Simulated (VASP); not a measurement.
A run of VASP 6.6.1 is set up as follows.

The input POSCAR:

```
As
1.0
    1.8296319764      1.0563385141      4.1922054742
   -1.8296319764      1.0563385141      4.1922054742
    0.0000000000     -2.1126770282      4.1922054742
As
2
Direct
    0.2194474606      0.2194474606      0.2194474606
    0.7805525394      0.7805525394      0.7805525394
```

The input INCAR.step1:

```
PREC = Accurate ; ENCUT = 520
ISMEAR = 0 ; SIGMA = 0.05
LREAL = F ; LASPH = T
NELM = 60 ; NBANDS = 12
GGA = PE ; ALGO = Normal
EDIFF = 1E-4 ; LWAVE = T
LCHARG = F
```

File INCAR.step2:

```
PREC = Accurate ; ENCUT = 520
EDIFF = 1E-7 ; ISMEAR = 0
SIGMA = 0.05 ; LREAL = F
LASPH = T ; NELM = 60
ALGO = Normal ; ISIF = 2
LWAVE = F ; LCHARG = T
METAGGA = R2SCAN ; LMIXTAU = T
LELF = T ; LVHAR = T
NBANDS = 12 ; ISTART = 1
```

KPOINTS

```
regular mesh
0
Gamma
  14 14 14
```

Potentials or basis: VASP PAW PBE potentials, release 64 (As).

The run is started by

```sh
$ cat potpaw_PBE.64/As/POTCAR > POTCAR
$ cp INCAR.step1 INCAR
$ mpirun -np 1 vasp_std > vasp.out
$ cp INCAR.step2 INCAR
$ mpirun -np 1 vasp_std > vasp.out
```

Task: Predict the largest force.

Result: 0.020 eV/Å.

Task: What does it give for the pressure?

Result: 0.5 GPa.

Forces on the atoms (eV/Å):
```
As   0.000  0.000  0.020
As   0.000  0.000 -0.020
```

Caveat: the PAW data sets were made with another functional, which shifts forces and pressure a little.
